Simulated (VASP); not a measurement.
# NaH: elastic constants with PBEsol

The system is NaH.

```
CELL_PARAMETERS angstrom
0.00000 2.36501 2.36501
2.36501 0.00000 2.36501
2.36501 2.36501 0.00000
ATOMIC_POSITIONS crystal
Na 0.00000 0.00000 0.00000
H 0.50000 0.50000 0.50000
```

```yaml
Program: VASP 6.6.1
Task: elastic constants
Functional: PBEsol
Potentials_or_basis: VASP PAW PBE potentials, release 64 (Na_pv, H)
Cutoff: 600 eV
k_mesh: 8 × 8 × 8
Occupations: gaussian, width 0.01 eV
Spin: no spin polarisation
Dipole_correction: no
Ions_in_elastic_constants: relaxed
Further_INCAR_settings: ALGO = Normal; EDIFF = 1e-08; NBANDS = 11; IBRION = 6; POTIM = 0.015; NSW = 1; ISIF = 3
```

```
Elastic constants C11, C12, C44                         : 55, 13, 23 GPa
Voigt bulk modulus                                      : 27 GPa
Highest phonon frequency at Γ, LO-TO splitting left out : 563 cm⁻¹
```

Phonon frequencies in cm⁻¹ (negative: imaginary):
| q point | frequencies |
| --- | --- |
| (0.000, 0.000, 0.000) | 0 0 0 563 563 563 |

Elastic tensor in Voigt notation (GPa, in the Cartesian axes of the cell as first typed):
```
55 13 13  0  0  0
13 55 13  0  0  0
13 13 55  0  0  0
 0  0  0 23  0  0
 0  0  0  0 23  0
 0  0  0  0  0 23
```

Clamped-ion elastic tensor (GPa):
```
55 13 13  0  0  0
13 55 13  0  0  0
13 13 55  0  0  0
 0  0  0 23  0  0
 0  0  0  0 23  0
 0  0  0  0  0 23
```

Run time: 2.2 min on 1 thread of Intel(R) Xeon(R) 6975P-C (Granite Rapids), with other jobs on the host, peak memory 0.22 GiB.

Caveat: the cell is under stress, which shifts elastic constants; the PAW data sets were made with another functional, which shifts forces and pressure a little.
